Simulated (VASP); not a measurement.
# H21C10N3O2 in VASP: a series of runs, part 2 of 2

VASP 6.6.1.

### 4 Single point, r2SCAN+D3(BJ)

POSCAR

```
H21C10N3O2
1.0
    7.1400370000      0.0000000000      0.0000000000
    0.0000000000      7.1400370000      0.0000000000
    0.0000000000      0.0000000000      7.1400370000
C O H N
10 2 21 3
Direct
    0.8386931328      0.3746199074      0.9142669709
    0.8564521444      0.2105171164      0.7779231396
    0.1910634357      0.0758539487      0.2373937278
    0.3177574570      0.1898449546      0.1131226631
    0.5079805609      0.5354173935      0.5467058504
    0.4328408942      0.7190578984      0.5639186464
   -0.0214564714      0.5543388641      0.3514127448
   -0.0715822621      0.7035957937      0.4688070944
    0.3979811309      0.6787359785      1.0473195027
    0.5611175404      0.7848558768      1.0922072253
    1.0498545036      0.1663856924      0.7230214633
    0.4880646977      0.2496485662      0.2051529985
    1.0373475656      0.0512882496      0.6564671864
    0.7934412665      0.0919463022      0.8603036651
    0.7881051597      0.2424357185      0.6440862982
    0.6856266991      0.3902080619      0.9207655366
    0.8712279782      0.3414968298      1.0601345623
    0.9138468050      0.5028825481      0.8737629791
    0.5330084424      0.1531784779      0.2818892955
    0.3717907904      0.1146632714     -0.0089495335
    0.2472816317      0.3228134532      0.0623246070
    0.0371706757      0.0882348369      0.1946488513
    0.2167915937     -0.0689212115      0.2497185939
    0.2130661228      0.1440608781      0.3736955425
    0.6042825828      0.5244230527      0.4280790142
    0.5722519365      0.5032747029      0.6736519713
    0.4065805261      0.4273227156      0.5335546581
   -0.0682489460      0.5708093670      0.1962594872
    0.1271702093      0.5265799043      0.3489897881
   -0.0981087353      0.4323927173      0.3887374813
    0.4333310878      0.5757113023      0.9515356853
    0.3071972876      0.6243385013      1.1662684661
    0.3121132285      0.7829231137      0.9801629880
    0.3551382157      0.8637910420      0.5828541225
   -0.0776466565      0.8354158389      0.5596189488
    0.7055145513      0.8532448781      1.1137897465
```

INCAR.step1

```
PREC = Accurate
ENCUT = 520
ISMEAR = -1
SIGMA = 0.02
LREAL = Auto
LASPH = T
NELM = 100
NBANDS = 68
GGA = PE
ALGO = Normal
EDIFF = 1E-4
LWAVE = T
LCHARG = F
```

INCAR.step2

```
PREC = Accurate
ENCUT = 520
EDIFF = 1E-6
ISMEAR = -1
SIGMA = 0.02
LREAL = Auto
LASPH = T
NELM = 100
ALGO = Normal
ISIF = 2
LWAVE = F
LCHARG = F
METAGGA = R2SCAN
LMIXTAU = T
IVDW = 12
VDW_S6 = 1.0
VDW_S8 = 0.78981345
VDW_A1 = 0.49484001
VDW_A2 = 5.73083694
NBANDS = 68
ISTART = 1
```

KPOINTS

```
regular mesh
0
Gamma
  1 1 1
```

Potentials or basis: VASP PAW PBE potentials, release 64 (C, O, H, N).

Launch:

```
> cat potpaw_PBE.64/C/POTCAR potpaw_PBE.64/O/POTCAR potpaw_PBE.64/H/POTCAR potpaw_PBE.64/N/POTCAR > POTCAR
> cp INCAR.step1 INCAR
> mpirun -np 1 vasp_gam > vasp.out
> cp INCAR.step2 INCAR
> mpirun -np 1 vasp_gam > vasp.out
```

OUTCAR:

```text
PREC = Accurate
   ENCUT = 520
   EDIFF = 1E-6
   ISMEAR = -1
   LREAL = Auto
   LASPH = T
   NELM = 100
   ISIF = 2
   METAGGA = R2SCAN
   IVDW = 12
   ISTART = 1
 IVDW          = 12

 ion  position               nearest neighbor table
   1  0.839  0.375  0.914-  17 1.09  16 1.10  18 1.10   2 1.53
   2  0.856  0.211  0.778-  15 1.10  14 1.12  11 1.47   1 1.53
   3  0.191  0.076  0.237-  23 1.05  24 1.10  22 1.14   4 1.51
   4  0.318  0.190  0.113-  20 1.09  21 1.13  12 1.45   3 1.51
   5  0.508  0.535  0.547-  26 1.04  27 1.06  25 1.09   6 1.42
   6  0.433  0.719  0.564-  34 1.18   5 1.42
   7  0.979  0.554  0.351-  30 1.06  29 1.08  28 1.16   8 1.40
   8  0.928  0.704  0.469-  35 1.14   7 1.40
   9  0.398  0.679  0.047-  31 1.04  33 1.08  32 1.14  10 1.43
  10  0.561  0.785  0.092-  36 1.15   9 1.43
  11  0.050  0.166  0.723-  13 0.95   2 1.47
  12  0.488  0.250  0.205-  19 0.94   4 1.45
  13  0.037  0.051  0.656-  11 0.95
  14  0.793  0.092  0.860-   2 1.12
  15  0.788  0.242  0.644-   2 1.10
  16  0.686  0.390  0.921-   1 1.10
  17  0.871  0.341  0.060-   1 1.09
[... 17 lines left out ...]
  35  0.922  0.835  0.560-   8 1.14
  36  0.706  0.853  0.114-  10 1.15

  LATTYP: Found a simple cubic cell.
 ALAT       =     7.1400370000

  Lattice vectors:

 A1 = (   7.1400370000,   0.0000000000,   0.0000000000)
 A2 = (   0.0000000000,   7.1400370000,   0.0000000000)
 A3 = (   0.0000000000,   0.0000000000,   7.1400370000)

Analysis of symmetry for initial positions (statically):
=====================================================================
 Subroutine PRICEL returns:
 Original cell was already a primitive cell.

 Routine SETGRP: Setting up the symmetry group for a
 simple cubic supercell.

[... 181 lines left out ...]
     AMIX     =   0.40;   BMIX     =  1.00
     AMIX_MAG =   1.60;   BMIX_MAG =  1.00
  volume/ion in A,a.u.               =      10.11        68.23
  Fermi-wavevector in a.u.,A,eV,Ry     =   1.019848  1.927232 14.151270  1.040089
  Thomas-Fermi vector in A             =   2.153384
   LORBIT       =      0    0 simple, 1 ext, 2 COOP (PROOUT), +10 PAW based schemes
   METAGGA = R2SCAN    functional components
   LHFCALC =     F    Hartree Fock is set to
   AEXX    =    0.0000 exact exchange contribution
   IVDW    =    12    specifies the selected vdW correction
   LEPSILON=     F    determine dielectric tensor
   LRPA    =     F    only Hartree local field effects (RPA)
 non-spin polarized calculation
  energy-cutoff  :      520.00
  volume of cell :      364.00
 maximum number of plane-waves:      4898
 NGX is ok and might be reduce to    54
   NGX = 27   NGY = 27   NGZ = 27

 number of electron      87.9999995 magnetization

 Free energy of the ion-electron system (eV)
  ---------------------------------------------------
  ext. energy  EPLUGINS =         0.00000000
  ---------------------------------------------------
  free energy    TOTEN  =      -215.73265926 eV

  energy without entropy =     -215.73265926  energy(sigma->0) =     -215.73265926

 E-fermi :  -1.5661     XC(G=0):  -7.6191

 val. band max:       -2.1353062324   @ k =   0.0000   0.0000   0.0000
 cond. band min:       2.7443928210   @ k =   0.0000   0.0000   0.0000
 fundamental gap:      4.8796990535
 Fermi energy:        -1.5661076655

 k-point     1 :       0.0000    0.0000    0.0000
  band No.  band energies     occupation
      1     -23.0178      2.00000
      2     -22.0297      2.00000
      3     -20.5061      2.00000
      4     -20.4397      2.00000
      5     -20.0032      2.00000
      6     -16.9406      2.00000
[... 48 lines left out ...]
     55       5.4381      0.00000
     56       5.9109      0.00000
 [bands above 56 left out]

------------------------ aborting loop because EDIFF is reached ----------------------------------------

 Edisp (eV)   -0.90887

 E8    (eV) :    -0.1520

  FORCE on cell =-STRESS in cart. coord.  units (eV):
  Direction    XX          YY          ZZ          XY          YZ          ZX
  --------------------------------------------------------------------------------------
  -------------------------------------------------------------------------------------
  Total       0.15171     5.47138     1.61390    -0.42834     3.13091     3.25661
  in kB       0.66774    24.08277     7.10373    -1.88536    13.78097    14.33423
  external pressure =       10.62 kB  Pullay stress =        0.00 kB

 VOLUME and BASIS-vectors are now :
 -----------------------------------------------------------------------------
  energy-cutoff  :      520.00
  volume of cell :      364.00
      direct lattice vectors                 reciprocal lattice vectors
     7.140037000  0.000000000  0.000000000     0.140055297  0.000000000  0.000000000
     0.000000000  7.140037000  0.000000000     0.000000000  0.140055297  0.000000000
     0.000000000  0.000000000  7.140037000     0.000000000  0.000000000  0.140055297

 POSITION                                       TOTAL-FORCE (eV/Angst)
 -----------------------------------------------------------------------------------
      5.98830      2.67480      6.52790        -0.264114     -0.208736     -0.365049
      6.11510      1.50310      5.55440         1.274786     -0.499461      0.679469
      1.36420      0.54160      1.69500        -1.748607      2.143060     -0.003689
      2.26880      1.35550      0.80770         0.545223      0.420048     -1.189930
      3.62700      3.82290      3.90350         0.388733      0.386049     -1.132268
      3.09050      5.13410      4.02640        -2.081963      2.556603      0.200392
[... 28 lines left out ...]
      6.58564      5.96490      3.99570        -0.677474      1.113578      1.046841
      5.03740      6.09220      0.81246         0.760969      0.776506      0.282484
 -----------------------------------------------------------------------------------
    total drift:                                0.025492     -0.004204     -0.001054

  FREE ENERGIE OF THE ION-ELECTRON SYSTEM (eV)
  ---------------------------------------------------
  free  energy   TOTEN  =      -216.6415309281 eV

  energy  without entropy=     -216.6415309281  energy(sigma->0) =     -216.64153093
```

OUTCAR.step1:

```text
PREC = Accurate
   ENCUT = 520
   ISMEAR = -1
   LREAL = Auto
   LASPH = T
   NELM = 100
[... 360 lines left out ...]
      3.62700      3.82290      3.90350         0.331669      0.486223     -1.141788
      3.09050      5.13410      4.02640        -1.751084      2.034623      0.150344
[... 28 lines left out ...]
      6.58564      5.96490      3.99570        -0.669082      1.717951      1.465090
      5.03740      6.09220      0.81246         1.424460      1.080652      0.354420
 -----------------------------------------------------------------------------------
    total drift:                                0.023193     -0.003644      0.000553

  FREE ENERGIE OF THE ION-ELECTRON SYSTEM (eV)
  ---------------------------------------------------
  free  energy   TOTEN  =      -202.7055581530 eV

  energy  without entropy=     -202.7055581530  energy(sigma->0) =     -202.70555815
```

OSZICAR.step1:

```text
N       E                     dE             d eps       ncg     rms          rms(c)
DAV:   1     0.621785326671E+03    0.62179E+03   -0.45943E+04   136   0.119E+03
DAV:   2    -0.150640991963E+03   -0.77243E+03   -0.73667E+03   172   0.276E+02
DAV:   3    -0.221799545354E+03   -0.71159E+02   -0.70577E+02   168   0.890E+01
DAV:   4    -0.223409208216E+03   -0.16097E+01   -0.16037E+01   176   0.152E+01
DAV:   5    -0.223444522496E+03   -0.35314E-01   -0.35282E-01   176   0.215E+00    0.257E+01
DAV:   6    -0.205716917388E+03    0.17728E+02   -0.34300E+01   160   0.189E+01    0.131E+01
DAV:   7    -0.203129585891E+03    0.25873E+01   -0.58685E+00   176   0.859E+00    0.678E+00
DAV:   8    -0.202737583140E+03    0.39200E+00   -0.91906E-01   168   0.411E+00    0.283E+00
DAV:   9    -0.202698093960E+03    0.39489E-01   -0.18905E-01   168   0.177E+00    0.614E-01
DAV:  10    -0.202702095985E+03   -0.40020E-02   -0.32245E-02   168   0.792E-01    0.323E-01
DAV:  11    -0.202704322471E+03   -0.22265E-02   -0.53266E-03   152   0.329E-01    0.175E-01
DAV:  12    -0.202705403889E+03   -0.10814E-02   -0.13316E-03   160   0.191E-01    0.643E-02
DAV:  13    -0.202705542652E+03   -0.13876E-03   -0.46846E-04   152   0.110E-01    0.280E-02
DAV:  14    -0.202705558153E+03   -0.15501E-04   -0.10080E-04   120   0.475E-02
   1 F= -.20270556E+03 E0= -.20270556E+03  d E =-.370997E-11
```

Run time: 3.6 min. Hardware: 1 thread of Intel Xeon Platinum 8259CL at 2.50GHz (Skylake/Cascade Lake), shared host; peak memory 0.44 GiB.

What came out:

```
Free energy                : -216.6415 eV
Pressure                   : 1.1 GPa
Largest force              : 3.303 eV/Å
Band gap on the k mesh     : 4.88 eV
Dispersion energy per atom : -0.025 eV
```

Forces on the atoms (eV/Å):
```
C   -0.264 -0.209 -0.365
C    1.275 -0.499  0.679
C   -1.749  2.143 -0.004
C    0.545  0.420 -1.190
C    0.389  0.386 -1.132
C   -2.082  2.557  0.200
C   -0.806 -0.646 -2.975
C    0.815  0.122 -0.649
C   -1.811  1.447  1.906
C    0.082 -1.074  0.433
O   -0.796  1.423  1.312
O   -0.778  1.756 -0.416
H    0.081 -0.878 -0.420
H    0.199  0.313 -1.139
H   -0.640 -0.171  0.315
H    0.199  0.629  0.033
H    0.366 -0.415 -0.291
H   -0.349 -0.108 -0.126
H    0.512 -1.387  0.815
H   -0.655 -0.066 -0.369
H    0.479 -1.183  0.405
H    1.422 -0.008  0.360
H    0.619 -1.058  0.071
H   -0.594 -0.500  0.147
H   -0.072 -0.019  0.211
H    1.437 -0.378  1.461
H   -1.093 -0.503 -0.404
H    0.533  0.507  1.832
H    0.275 -0.107  0.365
H   -0.131 -1.156  0.534
H    0.316 -1.640 -1.166
H    1.438  0.407 -0.907
H   -0.750  0.083 -0.662
N    1.504 -2.079 -0.197
N   -0.677  1.114  1.047
N    0.761  0.777  0.282
```

Stress tensor (GPa, compression positive):
```
 0.07 -0.19  1.43
-0.19  2.41  1.38
 1.43  1.38  0.71
```

Levels at points of the mesh, in eV from the valence-band top:
| k point | band 40 | band 41 | band 42 | band 43 | band 44 | band 45 | band 46 | band 47 | band 48 | band 49 |
| --- | --- | --- | --- | --- | --- | --- | --- | --- | --- | --- |
| (0.00, 0.00, 0.00) | -2.23 | -2.09 | -1.60 | -0.53 | 0.00 | 4.88 | 5.21 | 5.42 | 5.55 | 5.63 |

Caveat: the k points lie up to 0.88 Å⁻¹ apart; the PAW data sets were made with another functional, which shifts forces and pressure a little.
